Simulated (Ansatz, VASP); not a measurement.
**One calculation of Zn5BiO, two programs**

```
Zn Bi O
1.0
     0.00000    3.61610    4.70395
     3.77884    0.00000    4.70395
     3.77884    3.61610    0.00000
Zn Bi O
5 1 1
Direct
  0.34974 0.84092 0.39049
  0.41885 0.39049 0.84092
  0.84092 0.34974 0.41885
  0.39049 0.41885 0.34974
  0.00000 0.00000 0.00000
  0.75000 0.75000 0.75000
  0.25000 0.25000 0.25000
```

Alike in both runs: functional PBE; k mesh 4 × 4 × 4; occupations gaussian, width 0.2 eV; no spin polarisation.

Ansatz relaxed the structure, and its values are those at the end. VASP's run is a single point on that final structure, the one shown.

|  | VASP | Ansatz |
| --- | --- | --- |
| version | VASP 6.6.1 | Ansatz 0.2.0 |
| potentials or method | VASP PAW PBE potentials, release 64 (Zn, Bi_d, O), cutoff 520 eV | scalar-relativistic, plane waves, PAW |
| valence electrons in the cell | 81 | 81 |

|  | VASP | Ansatz | Ansatz less VASP |
| --- | --- | --- | --- |
| gap on the k mesh at the Fermi level (eV) | none | none | - |
| pressure (GPa) | 0.5 | 0.2 | -0.32 |
| rms of the force components (eV/Å) | 0.046 | 0.026 | -0.0199 |

A gap of «none» marks a metal or a gap that the smearing closes. The functional is the same, so the differences come from potentials, cutoffs and numerics.

Neither program's run includes spin-orbit coupling.
